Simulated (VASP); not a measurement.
Here is a VASP 6.6.1 calculation.

Contents of INCAR:

```
SYSTEM = Ta4F
ALGO     = Fast           ! electronic algorithm
DIPOL    = 0.5 0.5 0.353
EDIFF    = 1E-6           ! SCF threshold, eV
EDIFFG   = -0.025         ! ionic threshold
ENCUT    = 520            ! plane-wave cutoff, eV
GGA      = CA             ! functional
IBRION   = 2              ! ionic algorithm
IDIPOL   = 3            
ISIF     = 2              ! what is computed and relaxed
ISMEAR   = 0              ! smearing method
LASPH    = .TRUE.         ! aspherical terms in the spheres
LCHARG   = .FALSE.        ! write CHGCAR
LDIPOL   = .TRUE.       
LREAL    = .FALSE.        ! projectors in reciprocal space
LWAVE    = .FALSE.        ! write WAVECAR
NELM     = 100            ! most SCF steps
NSW      = 36             ! ionic steps
PREC     = Accurate       ! precision mode
SIGMA    = 0.1            ! smearing width, eV
```

File KPOINTS:

```
k-points
0
G
  8 8 1
  0 0 0
```

POSCAR

```
Ta4F
1.0
    3.2528679937      0.0000000000      0.0000000000
    0.0000000000      3.2528679937      0.0000000000
    0.0000000000      0.0000000000     20.2137485622
Ta F
4 1
Selective dynamics
Direct
    0.5000000000      0.5000000000      0.1978851170  F F F
    0.0000000000      0.0000000000      0.2783468875  F F F
    0.5000000000      0.5000000000      0.3580282239  F F F
    0.0000000000      0.0000000000      0.4310802885  F F F
    0.1250000000      0.5000000000      0.4980441542  F F T
```

Potentials or basis: VASP PAW LDA potentials, release 64 (Ta_pv, F).

Launch:

```console
$ cat potpaw_LDA.64/Ta_pv/POTCAR potpaw_LDA.64/F/POTCAR > POTCAR
$ mpirun -np 1 vasp_std > vasp.out
```

Predict the energy gained by relaxing.

1.1 meV/atom.

Predict the band gap on the k mesh.

zero (an odd number of electrons rules out a gap without spin polarisation).

Final structure:
```xyz
5
Lattice="3.2529 0.0000 0.0000 0.0000 3.2529 0.0000 0.0000 0.0000 20.2137" Properties=species:S:1:pos:R:3 pbc="T T T"
Ta    1.6264    1.6264    4.0000
Ta    0.0000    0.0000    5.6264
Ta    1.6264    1.6264    7.2371
Ta    0.0000    0.0000    8.7137
F     0.4066    1.6264   10.0992
```

Caveat: spin-orbit coupling is left out, which moves the levels of the heavy elements; an odd number of electrons without spin polarisation forces a metal; a magnetic or distorted state may lie lower.
